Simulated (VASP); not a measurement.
A run of VASP 6.6.1 is set up as follows.

POSCAR

```
SrTiO3
1.0
    3.9068515088      0.0000000000      0.0000000000
    0.0000000000      3.9068515088      0.0000000000
    0.0000000000      0.0000000000      3.9068515088
Sr Ti O
1 1 3
Direct
    0.0000000000      0.0000000000      0.0000000000
    0.5000000000      0.5000000000      0.5000000000
    0.5000000000      0.5000000000      0.0000000000
    0.5000000000      0.0000000000      0.5000000000
    0.0000000000      0.5000000000      0.5000000000
```

The input INCAR.step1:

```
SYSTEM = SrTiO3
PREC     = Accurate       ! precision mode
ENCUT    = 520            ! plane-wave cutoff, eV
EDIFF    = 1E-5           ! SCF threshold, eV
ISMEAR   = 0              ! smearing method
SIGMA    = 0.01           ! smearing width, eV
LREAL    = .FALSE.        ! projectors in reciprocal space
LASPH    = .TRUE.         ! aspherical terms in the spheres
NELM     = 80             ! most SCF steps
ALGO     = Normal         ! electronic algorithm
ISIF     = 2              ! what is computed and relaxed
LWAVE    = .TRUE.         ! write WAVECAR
LCHARG   = .FALSE.        ! write CHGCAR
GGA      = PE             ! functional
NBANDS   = 28             ! bands
```

File INCAR.step2:

```
SYSTEM = SrTiO3
PREC     = Accurate       ! precision mode
ENCUT    = 520            ! plane-wave cutoff, eV
EDIFF    = 1E-7           ! SCF threshold, eV
ISMEAR   = 0              ! smearing method
SIGMA    = 0.01           ! smearing width, eV
LREAL    = .FALSE.        ! projectors in reciprocal space
LASPH    = .TRUE.         ! aspherical terms in the spheres
NELM     = 80             ! most SCF steps
ALGO     = Normal         ! electronic algorithm
ISIF     = 2              ! what is computed and relaxed
LWAVE    = .FALSE.        ! write WAVECAR
LCHARG   = .FALSE.        ! write CHGCAR
GGA      = PE             ! functional
LHFCALC  = .TRUE.         ! exact exchange
AEXX     = 0.25           ! exact-exchange fraction
PRECFOCK = Fast         
ISTART   = 1            
NBANDS   = 28             ! bands
```

The input KPOINTS:

```
Automatic mesh
0
G
  4 4 4
  0 0 0
```

Potentials or basis: VASP PAW PBE potentials, release 64 (Sr_sv, Ti_sv, O).

Command:

```bash
$ cat potpaw_PBE.64/Sr_sv/POTCAR potpaw_PBE.64/Ti_sv/POTCAR potpaw_PBE.64/O/POTCAR > POTCAR
$ cp INCAR.step1 INCAR
$ mpirun -np 1 vasp_std > vasp.out
$ cp INCAR.step2 INCAR
$ mpirun -np 1 vasp_std > vasp.out
```

Task: Predict the band gap on the k mesh.

Result: 4.05 eV (least direct gap 4.43 eV).

Task: Predict the pressure.

Result: -1.3 GPa.

Caveat: the PAW data sets were made with another functional, which shifts forces and pressure a little. A k mesh can miss the band edges.
